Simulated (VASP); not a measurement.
Set up this calculation in VASP 6.6.1, as the native input.

```
Task                   : single point
Functional             : PBEsol
Potentials or basis    : VASP PAW PBE potentials, release 64 (Bi_d, Te)
Cutoff                 : 520 eV
k mesh                 : 12 × 12 × 12
Occupations            : gaussian, width 0.1 eV
Spin                   : no spin polarisation
Dipole correction      : no
Further INCAR settings : ALGO = Normal; EDIFF = 1e-06; NBANDS = 18
```

The structure of BiTe lies in POSCAR:

```
BiTe
1.0
    2.3992465536      1.3852056436      3.1951106378
   -2.3992465536      1.3852056436      3.1951106378
    0.0000000000     -2.7704112871      3.1951106378
Bi Te
1 1
Direct
    0.5000000000      0.5000000000      0.5000000000
    0.0000000000      0.0000000000      0.0000000000
```

The input as run:

INCAR

```
SYSTEM = BiTe
PREC = Accurate
ENCUT = 520
EDIFF = 1E-6
ISMEAR = 0
SIGMA = 0.1
LREAL = .FALSE.
LASPH = .TRUE.
NELM = 60
ALGO = Normal
ISIF = 2
LWAVE = .FALSE.
LCHARG = .FALSE.
GGA = PS
NBANDS = 18
```

KPOINTS

```
Automatic mesh
0
G
  12 12 12
  0 0 0
```

Potentials or basis: VASP PAW PBE potentials, release 64 (Bi_d, Te).

Launch:

```bash
$ cat potpaw_PBE.64/Bi_d/POTCAR potpaw_PBE.64/Te/POTCAR > POTCAR
$ mpirun -np 1 vasp_std > vasp.out
```

Results of the run:

- Pressure: 0.0 GPa

Caveat: the PAW data sets were made with another functional, which shifts forces and pressure a little.

It took 61 s on 1 thread of AMD EPYC 9R45 96-Core Processor (Zen 5) (shared host), peak memory 0.31 GiB.
